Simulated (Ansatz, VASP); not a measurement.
## Two plane-wave programs on Si

File INCAR:

```
ALGO = Normal
EDIFF = 1E-7
ENCUT = 520
ISIF = 2
ISMEAR = 0
LASPH = T
LCHARG = F
LREAL = F
LWAVE = F
NBANDS = 16
NELM = 100
PREC = Accurate
SIGMA = 0.03
```

KPOINTS

```
k-points
0
Gamma
  12 12 6
```

The input POSCAR:

```
Si
1.0
    3.7054125847      0.0000000000      0.0000000000
   -1.8527062924      3.2089814298      0.0000000000
    0.0000000000      0.0000000000      6.6197195825
Si
4
Direct
    0.3333333333      0.6666666667      0.0630360460
    0.6666666667      0.3333333333      0.5630360460
    0.3333333333      0.6666666667      0.4369639540
    0.6666666667      0.3333333333      0.9369639540
```

Input for Ansatz:

```yaml
crystal:
  lattice:
    - [3.7054125847, 0.0, 0.0]
    - [-1.8527062924, 3.2089814298, 0.0]
    - [0.0, 0.0, 6.6197195825]
  atoms:
    - { symbol: Si, position: [0.3333333333, 0.6666666667, 0.063036046] }
    - { symbol: Si, position: [0.6666666667, 0.3333333333, 0.563036046] }
    - { symbol: Si, position: [0.3333333333, 0.6666666667, 0.436963954] }
    - { symbol: Si, position: [0.6666666667, 0.3333333333, 0.936963954] }
basis:
  ecutwfc: 420
kpoints:
  mp_grid: { grid: [12, 12, 6] }
hamiltonian:
  xc: lda
  pseudopotentials: { kind: paw, azcp: { folder: soft_1 } }
scf:
  occupations: { method: gaussian, width: 0.03 }
output:
  forces: true
  stress: true
  eigenvalues: true
```

Alike in both runs: task single point; functional LDA; k mesh 12 × 12 × 6; occupations gaussian, width 0.03 eV; no spin polarisation.

|  | VASP | Ansatz |
| --- | --- | --- |
| version | VASP 6.6.1 | Ansatz 0.2.0 |
| potentials or method | VASP PAW LDA potentials, release 64 (Si), cutoff 520 eV | scalar-relativistic, plane waves, PAW |
| valence electrons in the cell | 16 | 16 |

Ansatz gave:

```
gap on the k mesh at the Fermi level (eV)                     : 0.39
least direct gap on the mesh (eV)                             : 0.95
pressure (GPa)                                                : 0.7
traceless stress, the component that is largest in VASP (GPa) : -10.54
rms of the force components (eV/Å)                            : 0.383
```

**Question.** Estimate VASP's values.

**Answer.** gap on the k mesh at the Fermi level (eV): 0.39; least direct gap on the mesh (eV): 0.95; pressure (GPa): 0.8; traceless stress, the component that is largest in VASP (GPa): -10.61; rms of the force components (eV/Å): 0.384.

Ansatz warns that its potentials were made for another functional, while VASP's fit it. LDA's correlation is that of Perdew and Zunger in VASP and of Perdew and Wang (1992) in Ansatz. Atom by atom the forces differ by 0.001 eV/Å (rms over components).
